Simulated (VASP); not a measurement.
Runs of VASP 6.6.1 on Na. The structure is that of space group P6_3/mmc (No. 194), or close to it. The cells are those of the table. 

```tsv
task	cell	gap on the mesh (eV)	pressure (GPa)
electric field gradients	a = 3.729, b = 3.729, c = 6.154 Å, angles 90.0, 90.0, 120.0°, 2 atoms	none	-0.1
single point	a = 3.654, b = 3.654, c = 6.154 Å, angles 90.0, 90.0, 120.0°, 2 atoms	none	0.2
single point	a = 3.805, b = 3.805, c = 6.154 Å, angles 90.0, 90.0, 120.0°, 2 atoms	none	(a)
single point	a = 3.692, b = 3.692, c = 6.154 Å, angles 90.0, 90.0, 120.0°, 2 atoms	none	0.0
single point	a = 3.842, b = 3.842, c = 6.154 Å, angles 90.0, 90.0, 120.0°, 2 atoms	none	(b)
```

Alike in all rows: level PBEsol; potentials or basis VASP PAW PBE potentials, release 64 (Na_pv); no spin polarisation; k mesh 13 × 13 × 7; cutoff (eV) 520; smearing fermi-dirac 0.05 eV.

Problem. Fill in the values left out.

Solution. (a) -0.4; (b) -0.5.

Caveats: the PAW data sets were made with another functional, which shifts forces and pressure a little.

A gap of «none» marks levels without a gap at the run's occupations.
